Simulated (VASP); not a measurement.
# AlCr2C (P6_3/mmc) in VASP: single point with r2SCAN

Aim: the single point of AlCr2C with r2SCAN.

All numbers are computed with VASP 6.6.1; they aren't measurements. Logs are shortened: lines on timing, memory, paths and dates and some standing lists are left out, and cuts for length are marked.

## (1) The cell of the first run

The structure is hexagonal, space group P6_3/mmc (No. 194). Conventional cell: a = 2.823 Å, b = 2.823 Å, c = 12.630 Å, α = 90.00°, β = 90.00°, γ = 120.00°. Within 3.6 Å of Al (site symmetry -6m2) lie 6 Cr at 2.65 Å and 6 Al at 2.82 Å and 6 C at 3.55 Å. Within 2.7 Å of Cr (site symmetry 3m) lie 3 C at 1.95 Å and 3 Al at 2.65 Å and 3 Cr at 2.69 Å. C (site symmetry -3m) has 6 Cr at 1.95 Å within 2.6 Å.

## (2) Single point, r2SCAN

Input file POSCAR:

```
AlCr2C
1.0
    2.8228927783      0.0000000000      0.0000000000
   -1.4114463891      2.4446968581      0.0000000000
    0.0000000000      0.0000000000     12.6301547845
Al Cr C
2 4 2
Direct
    0.6666666667      0.3333333333      0.2500000000
    0.3333333333      0.6666666667      0.7500000000
    0.3333333333      0.6666666667      0.4154601237
    0.6666666667      0.3333333333      0.9154601237
    0.6666666667      0.3333333333      0.5845398763
    0.3333333333      0.6666666667      0.0845398763
    0.0000000000      0.0000000000      0.5000000000
    0.0000000000      0.0000000000      0.0000000000
```

Input file INCAR.step1:

```
SYSTEM = AlCr2C
PREC = Accurate ; ENCUT = 660
ISMEAR = 0 ; SIGMA = 0.1
LREAL = .FALSE. ; LASPH = .TRUE.
NELM = 120 ; NBANDS = 45
GGA = PE ; ALGO = Normal
EDIFF = 1E-5 ; LWAVE = .TRUE.
LCHARG = .FALSE. ; GGA_COMPAT = .FALSE.
```

Input file INCAR.step2:

```
SYSTEM = AlCr2C
PREC = Accurate ; ENCUT = 660
EDIFF = 1E-6 ; ISMEAR = 0
SIGMA = 0.1 ; LREAL = .FALSE.
LASPH = .TRUE. ; NELM = 120
ALGO = Normal ; ISIF = 2
LWAVE = .FALSE. ; LCHARG = .TRUE.
METAGGA = R2SCAN ; LMIXTAU = .TRUE.
LELF = .TRUE. ; LVHAR = .TRUE.
NBANDS = 45 ; ISTART = 1
GGA_COMPAT = .FALSE.
```

Input file KPOINTS:

```
regular mesh
0
G
  15 15 4
  0 0 0
```

Potentials or basis: VASP PAW PBE potentials, release 64 (Al, Cr_sv, C).

The run is started by

```
> cat potpaw_PBE.64/Al/POTCAR potpaw_PBE.64/Cr_sv/POTCAR potpaw_PBE.64/C/POTCAR > POTCAR
> cp INCAR.step1 INCAR
> mpirun -np 1 vasp_std > vasp.out
> cp INCAR.step2 INCAR
> mpirun -np 1 vasp_std > vasp.out
```

OUTCAR:

```text
SYSTEM = AlCr2C
   PREC = Accurate
   ENCUT = 660
   EDIFF = 1E-6
   ISMEAR = 0
   LREAL = .FALSE.
   LASPH = .TRUE.
   NELM = 120
   ISIF = 2
   METAGGA = R2SCAN
   ISTART = 1

 ion  position               nearest neighbor table
   1  0.667  0.333  0.250-   3 2.65   6 2.65   3 2.65   6 2.65   3 2.65   6 2.65
   2  0.333  0.667  0.750-   4 2.65   5 2.65   4 2.65   5 2.65   4 2.65   5 2.65
   3  0.333  0.667  0.415-   7 1.95   7 1.95   7 1.95   1 2.65   1 2.65   1 2.65   5 2.69   5 2.69
                             5 2.69
   4  0.667  0.333  0.915-   8 1.95   8 1.95   8 1.95   2 2.65   2 2.65   2 2.65   6 2.69   6 2.69
                             6 2.69
   5  0.667  0.333  0.585-   7 1.95   7 1.95   7 1.95   2 2.65   2 2.65   2 2.65   3 2.69   3 2.69
                             3 2.69
   6  0.333  0.667  0.085-   8 1.95   8 1.95   8 1.95   1 2.65   1 2.65   1 2.65   4 2.69   4 2.69
                             4 2.69
   7  0.000  0.000  0.500-   3 1.95   5 1.95   3 1.95   5 1.95   5 1.95   3 1.95
   8  0.000  0.000  0.000-   4 1.95   6 1.95   6 1.95   4 1.95   4 1.95   6 1.95

  LATTYP: Found a hexagonal cell.
 ALAT       =     2.8228927783
 C/A-ratio  =     4.4741886343

  Lattice vectors:

 A1 = (   2.8228927783,   0.0000000000,   0.0000000000)
 A2 = (  -1.4114463891,   2.4446968581,   0.0000000000)
 A3 = (   0.0000000000,   0.0000000000,  12.6301547845)

Analysis of symmetry for initial positions (statically):
=====================================================================
 Subroutine PRICEL returns:
 Original cell was already a primitive cell.

 Routine SETGRP: Setting up the symmetry group for a
 hexagonal supercell.

 Subroutine GETGRP returns: Found 24 space group operations
 (whereof 12 operations were pure point group operations)
 out of a pool of 24 trial point group operations.

The static configuration has the point symmetry D_3d.
 The point group associated with its full space group is D_6h.

Analysis of symmetry for dynamics (positions and initial velocities):
=====================================================================
 Subroutine PRICEL returns:
 Original cell was already a primitive cell.

 Routine SETGRP: Setting up the symmetry group for a
 hexagonal supercell.

 Subroutine GETGRP returns: Found 24 space group operations
 (whereof 12 operations were pure point group operations)
 out of a pool of 24 trial point group operations.

The dynamic configuration has the point symmetry D_3d.
[... 118 lines left out ...]
   ISIF   =      2    stress and relaxation
   ISYM   =      2    0-nonsym 1-usesym 2-fastsym
   POTIM  = 0.5000    time-step for ionic-motion
   TEBEG  =    0.0;   TEEND  =   0.0 temperature during run
   PSTRESS=    0.0 pullay stress
   NELECT =      70.0000    total number of electrons
   NUPDOWN=      -1.0000    fix difference up-down
   EMIN   =  10.00;   EMAX   =-10.00  energy-range for DOS
   EFERMI =   0.00;   METHOD = LEGACY
   ISMEAR =     0;   SIGMA  =   0.10  broadening in eV -4-tet -1-fermi 0-gaus
   EFERMI_NEDOS =   21; number of points for ismear=-14 and -15
   IALGO  =     38    algorithm
   IMIX   =      4    mixing-type and parameters
     AMIX     =   0.40;   BMIX     =  1.00
     AMIX_MAG =   1.60;   BMIX_MAG =  1.00
  volume/ion in A,a.u.               =      10.90        73.52
  Fermi-wavevector in a.u.,A,eV,Ry     =   1.521709  2.875612 31.505610  2.315597
  Thomas-Fermi vector in A             =   2.630387
   LORBIT       =      0    0 simple, 1 ext, 2 COOP (PROOUT), +10 PAW based schemes
   METAGGA = R2SCAN    functional components
   LHFCALC =     F    Hartree Fock is set to
   AEXX    =    0.0000 exact exchange contribution
   IVDW    =     0    specifies the selected vdW correction
   LEPSILON=     F    determine dielectric tensor
   LRPA    =     F    only Hartree local field effects (RPA)
 non-spin polarized calculation
 Gauss-broadening in eV      SIGMA  =   0.10
  energy-cutoff  :      660.00
  volume of cell :       87.16
 maximum number of plane-waves:      3384
 NGX is ok and might be reduce to    24
   NGX = 11   NGY = 11   NGZ = 53

 number of electron      70.0000034 magnetization

 Free energy of the ion-electron system (eV)
  ---------------------------------------------------
  ext. energy  EPLUGINS =         0.00000000
  ---------------------------------------------------
  free energy    TOTEN  =       -94.46321502 eV

  energy without entropy =      -94.43368419  energy(sigma->0) =      -94.44844961

 E-fermi :  11.7998     XC(G=0): -13.5673

 val. band max:       11.7832706235   @ k =   0.3333   0.0000   0.2500
 cond. band min:      11.8017929754   @ k =   0.2000   0.0667   0.0000
 fundamental gap:      0.0185223519
 Fermi energy:        11.7997983474

 k-point     1 :       0.0000    0.0000    0.0000
  band No.  band energies     occupation
      1     -63.0231      2.00000
      2     -63.0230      2.00000
      3     -62.9653      2.00000
      4     -62.9652      2.00000
      5     -33.3020      2.00000
      6     -33.3006      2.00000
[... 1141 lines left out ...]
     44      14.5163      0.00000
     45      15.1289      0.00000

 [... further k-points ...]

------------------------ aborting loop because EDIFF is reached ----------------------------------------

  FORCE on cell =-STRESS in cart. coord.  units (eV):
  Direction    XX          YY          ZZ          XY          YZ          ZX
  --------------------------------------------------------------------------------------
  -------------------------------------------------------------------------------------
  Total       -0.6403304     -0.6403304     -0.7094469     -0.0000000      0.0000000      0.0000000
  in kB      -11.7702757    -11.7702757    -13.0407461     -0.0000000      0.0000000      0.0000000
  external PRESSURE =     -12.1937658 kB  Pullay stress =       0.0000000 kB

 VOLUME and BASIS-vectors are now :
 -----------------------------------------------------------------------------
  energy-cutoff  :      660.00
  volume of cell :       87.16
      direct lattice vectors                 reciprocal lattice vectors
     2.822892778  0.000000000  0.000000000     0.354246540  0.204524335  0.000000000
    -1.411446389  2.444696858  0.000000000     0.000000000  0.409048671  0.000000000
     0.000000000  0.000000000 12.630154785     0.000000000  0.000000000  0.079175593

 POSITION                                       TOTAL-FORCE (eV/Angst)
 -----------------------------------------------------------------------------------
      1.41145      0.81490      3.15754        -0.000000      0.000000      0.000000
     -0.00000      1.62980      9.47262         0.000000     -0.000000      0.000000
     -0.00000      1.62980      5.24733         0.000000      0.000000     -0.016939
      1.41145      0.81490     11.56240        -0.000000     -0.000000     -0.016939
      1.41145      0.81490      7.38283        -0.000000     -0.000000      0.016939
     -0.00000      1.62980      1.06775         0.000000      0.000000      0.016939
      0.00000      0.00000      6.31508        -0.000000     -0.000000      0.000000
      0.00000      0.00000      0.00000        -0.000000     -0.000000      0.000000
 -----------------------------------------------------------------------------------
    total drift:                               -0.000001      0.000001     -0.000000

  FREE ENERGIE OF THE ION-ELECTRON SYSTEM (eV)
  ---------------------------------------------------
  free  energy   TOTEN  =       -94.4632150183 eV

  energy  without entropy=      -94.4336841941  energy(sigma->0) =      -94.44844961
```

OUTCAR.step1:

```text
SYSTEM = AlCr2C
   PREC = Accurate
   ENCUT = 660
   ISMEAR = 0
   LREAL = .FALSE.
   LASPH = .TRUE.
[... 1404 lines left out ...]
     -0.00000      1.62980      1.06775         0.000000     -0.000000      0.097182
      0.00000      0.00000      6.31508         0.000000     -0.000000     -0.000000
      0.00000      0.00000      0.00000         0.000000     -0.000000     -0.000000
 -----------------------------------------------------------------------------------
    total drift:                               -0.000001      0.000001     -0.000000

  FREE ENERGIE OF THE ION-ELECTRON SYSTEM (eV)
  ---------------------------------------------------
  free  energy   TOTEN  =       -65.9013033039 eV

  energy  without entropy=      -65.8689597538  energy(sigma->0) =      -65.88513153
```

OSZICAR.step1:

```text
N       E                     dE             d eps       ncg     rms          rms(c)
DAV:   1     0.142636072478E+04    0.14264E+04   -0.41274E+04 10832   0.565E+03
DAV:   2     0.839545567589E+02   -0.13424E+04   -0.13094E+04  9759   0.116E+03
DAV:   3    -0.616642294676E+02   -0.14562E+03   -0.14139E+03 11065   0.387E+02
DAV:   4    -0.752896351183E+02   -0.13625E+02   -0.13280E+02 12212   0.101E+02
DAV:   5    -0.796395438868E+02   -0.43499E+01   -0.43253E+01 13652   0.415E+01    0.454E+01
DAV:   6    -0.720599677364E+02    0.75796E+01   -0.24575E+02 13404   0.170E+02    0.264E+01
DAV:   7    -0.660502619970E+02    0.60097E+01   -0.94125E+01 13252   0.109E+02    0.778E+00
DAV:   8    -0.657272021432E+02    0.32306E+00   -0.83629E+00 13604   0.291E+01    0.381E+00
DAV:   9    -0.658651400632E+02   -0.13794E+00   -0.16847E+00 13595   0.658E+00    0.306E+00
DAV:  10    -0.659047071163E+02   -0.39567E-01   -0.33437E-01 13103   0.455E+00    0.112E+00
DAV:  11    -0.659005974042E+02    0.41097E-02   -0.10591E-01 13172   0.317E+00    0.570E-01
DAV:  12    -0.659012094399E+02   -0.61204E-03   -0.98251E-03 13270   0.716E-01    0.183E-01
DAV:  13    -0.659012836228E+02   -0.74183E-04   -0.16276E-03 13729   0.282E-01    0.752E-02
DAV:  14    -0.659013043260E+02   -0.20703E-04   -0.28853E-04 11623   0.154E-01    0.224E-02
DAV:  15    -0.659013033039E+02    0.10221E-05   -0.37145E-05  5936   0.323E-02
   1 F= -.65901303E+02 E0= -.65885132E+02  d E =-.323436E-01
```

Wall time 25 min (1 thread of AMD EPYC 7R13 (Zen 3), shared host); peak memory 0.47 GiB.

What came out:

```yaml
Free_energy: -94.4632 eV
Pressure: -1.2 GPa
Largest_force: 0.017 eV/Å
Band_gap_on_the_k_mesh: zero (bands 35 and 36 overlap by 0.90 eV)
```

Forces on the atoms (eV/Å):
```
Al   0.000  0.000  0.000
Al   0.000  0.000  0.000
Cr   0.000  0.000 -0.017
Cr   0.000  0.000 -0.017
Cr   0.000  0.000  0.017
Cr   0.000  0.000  0.017
C    0.000  0.000  0.000
C    0.000  0.000  0.000
```

Stress tensor (GPa, compression positive):
```
-1.18  0.00  0.00
 0.00 -1.18  0.00
 0.00  0.00 -1.30
```

Levels at points of the mesh, in eV from the Fermi level:
```
           k point  band 31  band 32  band 33  band 34  band 35  band 36  band 37  band 38
(0.00, 0.00, 0.00)    -1.04    -1.04    -1.02    -1.02    -0.32    -0.32    -0.28    -0.28
(0.00, 0.00, 0.50)    -1.03    -1.03    -1.03    -1.03    -0.30    -0.30    -0.30    -0.30
```

Caveat: the PAW data sets were made with another functional, which shifts forces and pressure a little; the run has no spin polarisation, though such a crystal can be magnetic. Spin polarisation is off, so any magnetic state and its effect on volume and gap are missing.
